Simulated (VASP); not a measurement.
Wanted: the native input for a VASP 6.6.1 run.

```
Task                   : single point
Functional             : r2SCAN
Potentials or basis    : VASP PAW PBE potentials, release 64 (Sr_sv, Ti_sv, O)
Cutoff                 : 520 eV
k mesh                 : 6 × 6 × 6
Occupations            : gaussian, width 0.02 eV
Spin                   : no spin polarisation
Hubbard terms          : Ti d U = 4.0 eV
Dipole correction      : no
Further INCAR settings : ALGO = Normal; EDIFF = 1e-06; NBANDS = 28
```

The system is SrTiO3.

```
CELL_PARAMETERS angstrom
4.03524 0.00000 0.00000
0.00000 4.03524 0.00000
0.00000 0.00000 3.85228
ATOMIC_POSITIONS crystal
Sr 0.00000 0.00000 0.00000
Ti 0.50000 0.50000 0.50000
O 0.50000 0.00000 0.50000
O 0.50000 0.50000 0.00000
O 0.00000 0.50000 0.50000
```

This cell differs from its parent crystal: biaxial strain in the a-b plane: +3.0 %, then relaxed in part.

The input as run:

POSCAR

```
SrTiO3
1.0
    4.0352425850      0.0000000000      0.0000000000
    0.0000000000      4.0352425850      0.0000000000
    0.0000000000      0.0000000000      3.8522833989
Sr Ti O
1 1 3
Direct
    0.0000000000      0.0000000000      0.0000000000
    0.5000000000      0.5000000000      0.5000000000
    0.5000000000      0.0000000000      0.5000000000
    0.5000000000      0.5000000000      0.0000000000
    0.0000000000      0.5000000000      0.5000000000
```

INCAR.step1

```
SYSTEM = SrTiO3
PREC = Accurate ; ENCUT = 520
ISMEAR = 0 ; SIGMA = 0.02
LREAL = .FALSE. ; LASPH = .TRUE.
NELM = 150 ; LMAXMIX = 4
LDAU = .TRUE. ; LDAUTYPE = 2
LDAUL = -1 2 -1 ; LDAUU = 0 4 0
LDAUJ = 0 0 0 ; NBANDS = 28
GGA = PE ; ALGO = Normal
EDIFF = 1E-4 ; LWAVE = .TRUE.
LCHARG = .FALSE.
```

INCAR.step2

```
SYSTEM = SrTiO3
PREC = Accurate ; ENCUT = 520
EDIFF = 1E-6 ; ISMEAR = 0
SIGMA = 0.02 ; LREAL = .FALSE.
LASPH = .TRUE. ; NELM = 150
ALGO = Normal ; ISIF = 2
LWAVE = .FALSE. ; LCHARG = .FALSE.
LMAXMIX = 4 ; LDAU = .TRUE.
LDAUTYPE = 2 ; LDAUL = -1 2 -1
LDAUU = 0 4 0 ; LDAUJ = 0 0 0
LDAUPRINT = 1 ; METAGGA = R2SCAN
LMIXTAU = .TRUE. ; NBANDS = 28
ISTART = 1
```

KPOINTS

```
Automatic mesh
0
G
  6 6 6
  0 0 0
```

Potentials or basis: VASP PAW PBE potentials, release 64 (Sr_sv, Ti_sv, O).

Run with:

```bash
$ cat potpaw_PBE.64/Sr_sv/POTCAR potpaw_PBE.64/Ti_sv/POTCAR potpaw_PBE.64/O/POTCAR > POTCAR
$ cp INCAR.step1 INCAR
$ mpirun -np 1 vasp_std > vasp.out
$ cp INCAR.step2 INCAR
$ mpirun -np 1 vasp_std > vasp.out
```

It gave:

The pressure is -3.9 GPa and the band gap on the k mesh is 2.67 eV (least direct gap 3.13 eV).

Caveat: the cell differs from its parent crystal (biaxial strain in the a-b plane: +3.0 %, then relaxed in part); the stress differs along the axes, from -8 to 4 GPa; the PAW data sets were made with another functional, which shifts forces and pressure a little.

Run time: 2.4 min on 1 thread of Intel(R) Xeon(R) 6975P-C (Granite Rapids), with other jobs on the host, peak memory 0.21 GiB.
